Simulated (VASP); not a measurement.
Input of a VASP 6.6.1 run:

INCAR

```
SYSTEM = Si16Ge
PREC = Accurate
ENCUT = 520
EDIFF = 1E-6
ISMEAR = 0
SIGMA = 0.02
LREAL = Auto
LASPH = .TRUE.
NELM = 60
ALGO = Normal
ISIF = 2
LWAVE = .FALSE.
LCHARG = .FALSE.
GGA = PE
IVDW = 12
NBANDS = 53
```

File KPOINTS:

```
Automatic mesh
0
G
  2 2 2
  0 0 0
```

Contents of POSCAR:

```
Si16Ge
1.0
    0.0000000000      5.4300000000      5.4300000000
    5.4300000000      0.0000000000      5.4300000000
    5.4300000000      5.4300000000      0.0000000000
Si Ge
16 1
Direct
   -0.0192950276     -0.0186344383      0.0579187845
    0.1282667587      0.1278739411      0.1354606814
    0.0110938306      0.0090586556      0.5134704420
    0.1045162063      0.1057655617      0.6862826888
    0.0138899632      0.4987746777     -0.0108157459
    0.1274446593      0.6099161142      0.1352277164
    0.0090524862      0.4684563536      0.5129454880
    0.1523099448      0.6149427256      0.6175596685
    0.4987004604      0.0140490792     -0.0113785451
    0.6092820442      0.1278126151      0.1346945672
    0.4670108656      0.0087994475      0.5125296501
    0.6146644567      0.1528243094      0.6174482505
    0.4982969613      0.4987894107     -0.0112067219
    0.6409367403      0.6411586556      0.0767656538
    0.5161130755      0.5165983425      0.4510101289
    0.6155232965      0.6153295580      0.6169923573
    0.8433648250      0.8463662983      0.4681620626
```

Potentials or basis: VASP PAW PBE potentials, release 64 (Si, Ge_d).

Command:

```console
$ cat potpaw_PBE.64/Si/POTCAR potpaw_PBE.64/Ge_d/POTCAR > POTCAR
$ mpirun -np 1 vasp_std > vasp.out
```

Q: Predict the pressure.

A: 2.9 GPa.

Q: What does it give for the largest force?

A: 0.514 eV/Å.

Q: Estimate the band gap on the k mesh.

A: Zero (bands 39 and 40 overlap by 0.16 eV).

Forces in eV/Å, atoms in the order of the input:
```
Si  -0.074 -0.076  0.081
Si   0.000 -0.004 -0.029
Si   0.028  0.021 -0.052
Si  -0.050 -0.057  0.041
Si   0.026  0.027 -0.031
Si   0.030 -0.002  0.001
Si   0.075  0.019 -0.013
Si   0.033  0.011 -0.037
Si   0.022  0.029 -0.030
Si   0.001  0.029  0.000
Si   0.020  0.074 -0.008
Si   0.005  0.030 -0.030
Si   0.026  0.029 -0.028
Si   0.071  0.075 -0.072
Si   0.060  0.061 -0.050
Si   0.031  0.033 -0.029
Ge  -0.305 -0.298  0.287
```

Caveat: the k points lie up to 0.50 Å⁻¹ apart.
